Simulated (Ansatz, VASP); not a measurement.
## One calculation of SrO, two programs

INCAR

```
SYSTEM = SrO
PREC = Accurate
ENCUT = 520
EDIFF = 1E-6
ISMEAR = -1
SIGMA = 0.02
LREAL = .False.
LASPH = .True.
NELM = 60
ALGO = Normal
ISIF = 2
LWAVE = .False.
LCHARG = .False.
NBANDS = 15
```

Contents of KPOINTS:

```
regular mesh
0
Gamma
  8 8 8
  0 0 0
```

Contents of POSCAR:

```
SrO
1.0
    0.0000000000      2.5612052870      2.5612052870
    2.5612052870      0.0000000000      2.5612052870
    2.5612052870      2.5612052870      0.0000000000
Sr O
1 1
Direct
    0.0000000000      0.0000000000      0.0000000000
    0.5000000000      0.5000000000      0.5000000000
```

Input for Ansatz:

```yaml
crystal:
  lattice:
    - [0.0, 2.561205287, 2.561205287]
    - [2.561205287, 0.0, 2.561205287]
    - [2.561205287, 2.561205287, 0.0]
  atoms:
    - { symbol: Sr, position: [0.0, 0.0, 0.0] }
    - { symbol: O, position: [0.5, 0.5, 0.5] }
kpoints:
  mp_grid: { grid: [8, 8, 8] }
  band_path:
    path:
      - [0.0, 0.0, 0.0]
      - [0.5, 0.0, 0.5]
      - [0.625, 0.25, 0.625]
      - [0.375, 0.375, 0.75]
      - [0.0, 0.0, 0.0]
      - [0.5, 0.5, 0.5]
      - [0.5, 0.25, 0.75]
      - [0.5, 0.0, 0.5]
    npoints: 5
scf:
  occupations: { method: fermi_dirac, width: 0.02 }
hamiltonian:
  xc: lda
  pseudopotentials: { kind: all_electron, lapw: { basis_error: 0.00025 } }
output:
  forces: true
  stress: true
  eigenvalues: true
```

Change from the starting cell: volume scaled by 0.99.

Alike in both runs: task single point; functional LDA; k mesh 8 × 8 × 8; occupations fermi-dirac, width 0.02 eV; no spin polarisation.

|  | VASP | Ansatz |
| --- | --- | --- |
| version | VASP 6.6.1 | Ansatz 0.2.0 |
| potentials or method | VASP PAW LDA potentials, release 64 (Sr_sv, O), cutoff 520 eV | all-electron LAPW, scalar-relativistic |

|  | VASP | Ansatz | Ansatz less VASP |
| --- | --- | --- | --- |
| gap on the k mesh at the Fermi level (eV) | 3.09 | 3.15 | +0.058 |
| pressure (GPa) | -2.6 | -3.3 | -0.71 |

LDA's correlation is that of Perdew and Zunger in VASP and of Perdew and Wang (1992) in Ansatz. Ansatz ran all-electron here, and VASP with PAW potentials.
